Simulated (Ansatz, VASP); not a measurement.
# One calculation of K3H8, two programs

```
CELL_PARAMETERS angstrom
5.69045 0.00000 0.00000
0.00000 5.69045 0.00000
0.00000 0.00000 5.50470
ATOMIC_POSITIONS crystal
K 0.00000 0.00000 0.50000
K 0.00000 0.50000 0.00000
K 0.50000 0.00000 0.00000
H 0.66608 0.00000 0.41217
H 0.33392 0.00000 0.41217
H 0.00000 0.66608 0.41217
H 0.00000 0.33392 0.41217
H 0.33392 0.00000 0.58783
H 0.66608 0.00000 0.58783
H 0.00000 0.66608 0.58783
H 0.00000 0.33392 0.58783
```

Alike in both runs: task relaxation of cell and atoms; functional PBE; k mesh 4 × 4 × 4; occupations gaussian, width 0.1 eV; no spin polarisation.

```csv
,VASP,Ansatz
version,VASP 6.6.1,Ansatz 0.2.0
potentials or method,"VASP PAW PBE potentials, release 64 (K_sv, H), cutoff 500 eV","scalar-relativistic, plane waves, PAW"
valence electrons in the cell,35,35
```

VASP gave:

```
gap on the k mesh at the Fermi level, each at its own relaxed structure (eV)  : none
relaxed volume (Å³/atom)                                                      : 31.56
relaxed length of the cell vector where the two differ most in proportion (Å) : 6.678
```

Problem. Estimate Ansatz's values.

Solution. gap on the k mesh at the Fermi level, each at its own relaxed structure (eV): none; relaxed volume (Å³/atom): 37.26; relaxed length of the cell vector where the two differ most in proportion (Å): 7.111.

A gap of «none» marks a metal or a gap that the smearing closes. One of these differences is far larger than is usual between the two programs; its cause wasn't traced.

Noted on VASP's run: the volume moved by over 15 % at a fixed basis, so the end points are rough.
